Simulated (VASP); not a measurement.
# Hf (Im-3m) in VASP: single point with PBEsol

Aim: the single point of Hf with PBEsol.

Everything below comes from runs of VASP 6.6.1. Logs are shortened: lines on timing, memory, paths and dates and some standing lists are left out, and cuts for length are marked.

### Step 1. The cell of the first run

Symmetry: Im-3m, No. 229, cubic system. Conventional cell: a = 3.496 Å, b = 3.496 Å, c = 3.496 Å, α = 90.00°, β = 90.00°, γ = 90.00°. Within 4.0 Å of Hf (site symmetry m-3m) lie 14 Hf at 3.03 to 3.50 Å.

### Step 2. Single point, PBEsol

INCAR reads:

```
SYSTEM = Hf
PREC     = Accurate       ! precision mode
ENCUT    = 520            ! plane-wave cutoff, eV
EDIFF    = 1E-7           ! SCF threshold, eV
ISMEAR   = -1             ! smearing method
SIGMA    = 0.13605693000000002 ! smearing width, eV
LREAL    = .FALSE.        ! projectors in reciprocal space
LASPH    = .TRUE.         ! aspherical terms in the spheres
NELM     = 80             ! most SCF steps
ALGO     = Normal         ! electronic algorithm
ISIF     = 2              ! what is computed and relaxed
LWAVE    = .FALSE.        ! write WAVECAR
LCHARG   = .FALSE.        ! write CHGCAR
GGA      = PS             ! functional
NBANDS   = 11             ! bands
```

KPOINTS reads:

```
regular mesh
0
G
  13 13 13
  0 0 0
```

POSCAR reads:

```
Hf
1.0
   -1.7481613342      1.7481613342      1.7481613342
    1.7481613342     -1.7481613342      1.7481613342
    1.7481613342      1.7481613342     -1.7481613342
Hf
1
Direct
    0.0000000000      0.0000000000      0.0000000000
```

Potentials or basis: VASP PAW PBE potentials, release 64 (Hf_pv).

The run is started by

```sh
cat potpaw_PBE.64/Hf_pv/POTCAR > POTCAR
mpirun -np 1 vasp_std > vasp.out
```

OUTCAR:

```text
SYSTEM = Hf
   PREC = Accurate
   ENCUT = 520
   EDIFF = 1E-7
   ISMEAR = -1
   LREAL = .FALSE.
   LASPH = .TRUE.
   NELM = 80
   ISIF = 2
   GGA = PS

 ion  position               nearest neighbor table
   1  0.000  0.000  0.000-

  LATTYP: Found a body centered cubic cell.
 ALAT       =     3.4963226684

  Lattice vectors:

 A1 = (  -1.7481613342,   1.7481613342,   1.7481613342)
 A2 = (   1.7481613342,  -1.7481613342,   1.7481613342)
 A3 = (   1.7481613342,   1.7481613342,  -1.7481613342)

Analysis of symmetry for initial positions (statically):
=====================================================================
 Subroutine PRICEL returns:
 Original cell was already a primitive cell.

 Routine SETGRP: Setting up the symmetry group for a
 body centered cubic supercell.

 Subroutine GETGRP returns: Found 48 space group operations
 (whereof 48 operations were pure point group operations)
 out of a pool of 48 trial point group operations.

The static configuration has the point symmetry O_h .

Analysis of symmetry for dynamics (positions and initial velocities):
=====================================================================
 Subroutine PRICEL returns:
 Original cell was already a primitive cell.

 Routine SETGRP: Setting up the symmetry group for a
 body centered cubic supercell.

 Subroutine GETGRP returns: Found 48 space group operations
 (whereof 48 operations were pure point group operations)
 out of a pool of 48 trial point group operations.

The dynamic configuration has the point symmetry O_h .

 Subroutine INISYM returns: Found 48 space group operations
 (whereof 48 operations are pure point group operations),
 and found     1 'primitive' translations

----------------------------------------------------------------------------------------

                                     Primitive cell

  volume of cell :      21.3700

  direct lattice vectors                    reciprocal lattice vectors
    -1.748161334  1.748161334  1.748161334     0.000000000  0.286014792  0.286014792
     1.748161334 -1.748161334  1.748161334     0.286014792  0.000000000  0.286014792
     1.748161334  1.748161334 -1.748161334     0.286014792  0.286014792  0.000000000

  length of vectors
     3.027904251  3.027904251  3.027904251     0.404485998  0.404485998  0.404485998

  position of ions in fractional coordinates (direct lattice)
[... 82 lines left out ...]
   NFREE  =      0    steps in history (QN), initial steepest desc. (CG)
   ISIF   =      2    stress and relaxation
   ISYM   =      2    0-nonsym 1-usesym 2-fastsym
   POTIM  = 0.5000    time-step for ionic-motion
   TEBEG  =    0.0;   TEEND  =   0.0 temperature during run
   PSTRESS=    0.0 pullay stress
   NELECT =      10.0000    total number of electrons
   NUPDOWN=      -1.0000    fix difference up-down
   EMIN   =  10.00;   EMAX   =-10.00  energy-range for DOS
   EFERMI =   0.00;   METHOD = LEGACY
   ISMEAR =    -1;   SIGMA  =   0.14  broadening in eV -4-tet -1-fermi 0-gaus
   EFERMI_NEDOS =   21; number of points for ismear=-14 and -15
   IALGO  =     38    algorithm
   IMIX   =      4    mixing-type and parameters
     AMIX     =   0.40;   BMIX     =  1.00
     AMIX_MAG =   1.60;   BMIX_MAG =  1.00
  volume/ion in A,a.u.               =      21.37       144.21
  Fermi-wavevector in a.u.,A,eV,Ry     =   1.270984  2.401811 21.978846  1.615400
  Thomas-Fermi vector in A             =   2.403941
   LORBIT       =      0    0 simple, 1 ext, 2 COOP (PROOUT), +10 PAW based schemes
   GGA     = PS    functional components
   LHFCALC =     F    Hartree Fock is set to
   AEXX    =    0.0000 exact exchange contribution
   IVDW    =     0    specifies the selected vdW correction
   LEPSILON=     F    determine dielectric tensor
   LRPA    =     F    only Hartree local field effects (RPA)
 non-spin polarized calculation
  energy-cutoff  :      520.00
  volume of cell :       21.37
 maximum number of plane-waves:       603
   NGX = 11   NGY = 11   NGZ = 11

 number of electron      10.0000000 magnetization

 number of electron       9.9999998 magnetization

 Free energy of the ion-electron system (eV)
  ---------------------------------------------------
  ext. energy  EPLUGINS =         0.00000000
  ---------------------------------------------------
  free energy    TOTEN  =       -10.38861791 eV

  energy without entropy =      -10.27661285  energy(sigma->0) =      -10.33261538

 E-fermi :   4.7159     XC(G=0): -11.6015

 val. band max:        4.7135447448   @ k =   0.3077   0.1538   0.1538
 cond. band min:       4.7303816837   @ k =   0.3077   0.2308   0.0000
 fundamental gap:      0.0168369389
 Fermi energy:         4.7159424413

 k-point     1 :       0.0000    0.0000    0.0000
  band No.  band energies     occupation
      1     -24.8731      2.00000
      2     -24.8731      2.00000
      3     -24.8731      2.00000
      4      -2.4641      2.00000
      5       6.2712      0.00002
      6       6.2712      0.00002
      7       6.2712      0.00002
      8       9.2008      0.00000
      9       9.2008      0.00000
     10      18.1462      0.00000
     11      18.2676      0.00000
[... 309 lines left out ...]
 k-point    24 :       0.2308    0.0769    0.0769
  band No.  band energies     occupation
      1     -25.5612      2.00000
      2     -25.0828      2.00000
      3     -24.9256      2.00000
      4       0.7549      2.00000
      5       4.5055      1.64883
      6       4.6663      1.18036
      7       9.0462      0.00000
      8       9.6121      0.00000
      9      10.5126      0.00000
     10      17.9409      0.00000
     11      18.0713      0.00000

 [... further k-points ...]

------------------------ aborting loop because EDIFF is reached ----------------------------------------

  FORCE on cell =-STRESS in cart. coord.  units (eV):
  Direction    XX          YY          ZZ          XY          YZ          ZX
  --------------------------------------------------------------------------------------
  -------------------------------------------------------------------------------------
  Total       -0.0235758     -0.0235758     -0.0235758     -0.0000000     -0.0000000     -0.0000000
  in kB       -1.7675521     -1.7675521     -1.7675521     -0.0000000     -0.0000000     -0.0000000
  external PRESSURE =      -1.7675521 kB  Pullay stress =       0.0000000 kB

 VOLUME and BASIS-vectors are now :
 -----------------------------------------------------------------------------
  energy-cutoff  :      520.00
  volume of cell :       21.37
      direct lattice vectors                 reciprocal lattice vectors
    -1.748161334  1.748161334  1.748161334     0.000000000  0.286014792  0.286014792
     1.748161334 -1.748161334  1.748161334     0.286014792  0.000000000  0.286014792
     1.748161334  1.748161334 -1.748161334     0.286014792  0.286014792  0.000000000

 POSITION                                       TOTAL-FORCE (eV/Angst)
 -----------------------------------------------------------------------------------
      0.00000      0.00000      0.00000         0.000000      0.000000     -0.000000
 -----------------------------------------------------------------------------------
    total drift:                               -0.000000      0.000000      0.000000

  FREE ENERGIE OF THE ION-ELECTRON SYSTEM (eV)
  ---------------------------------------------------
  free  energy   TOTEN  =       -10.3886179068 eV

  energy  without entropy=      -10.2766128499  energy(sigma->0) =      -10.33261538
```

Wall time 10 s (1 thread of AMD EPYC 9R45 (Zen 5), shared host); peak memory 0.12 GiB.

What came out:

* Free energy: -10.3886 eV
* Pressure: -0.2 GPa
* Band gap on the k mesh: zero (band 5 reaches 6.27 eV, above the bottom of band 6 at 4.12 eV)

Caveat: the PAW data sets were made with another functional, which shifts forces and pressure a little; spin-orbit coupling is left out, which moves the levels of the heavy elements.
